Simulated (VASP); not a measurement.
Here is a VASP 6.6.1 calculation.

File POSCAR:

```
MgO
1.0
    0.0000000000      2.1021674158      2.1021674158
    2.1547216012      0.0000000000      2.1021674158
    2.1547216012      2.1021674158      0.0000000000
Mg O
1 1
Direct
    0.0000000000      0.0000000000      0.0000000000
    0.5000000000      0.5000000000      0.5000000000
```

The input INCAR.step1:

```
SYSTEM = MgO
PREC = Accurate ; ENCUT = 660
ISMEAR = 0 ; SIGMA = 0.01
LREAL = .False. ; LASPH = .True.
NELM = 120 ; NBANDS = 15
GGA = PE ; ALGO = Normal
EDIFF = 1E-5 ; LWAVE = .True.
LCHARG = .False. ; GGA_COMPAT = .False.
```

File INCAR.step2:

```
SYSTEM = MgO
PREC = Accurate ; ENCUT = 660
EDIFF = 1E-6 ; ISMEAR = 0
SIGMA = 0.01 ; LREAL = .False.
LASPH = .True. ; NELM = 120
ALGO = Normal ; ISIF = 2
LWAVE = .False. ; LCHARG = .False.
METAGGA = R2SCAN ; LMIXTAU = .True.
NBANDS = 15 ; ISTART = 1
GGA_COMPAT = .False.
```

Contents of KPOINTS:

```
Automatic mesh
0
Gamma
  10 10 10
  0 0 0
```

Potentials or basis: VASP PAW PBE potentials, release 64 (Mg_sv, O).

Command:

```sh
$ cat potpaw_PBE.64/Mg_sv/POTCAR potpaw_PBE.64/O/POTCAR > POTCAR
$ cp INCAR.step1 INCAR
$ mpirun -np 1 vasp_std > vasp.out
$ cp INCAR.step2 INCAR
$ mpirun -np 1 vasp_std > vasp.out
```

Task: What does it give for the pressure?

Result: -3.9 GPa.

Task: Predict the band gap on the k mesh.

Result: 5.43 eV, direct.

Stress tensor (GPa, compression positive):
```
-6.83  0.00  0.00
 0.00 -2.39  0.00
 0.00  0.00 -2.39
```

Caveat: the cell differs from its parent crystal (uniaxial x strain +2.5%); the PAW data sets were made with another functional, which shifts forces and pressure a little.
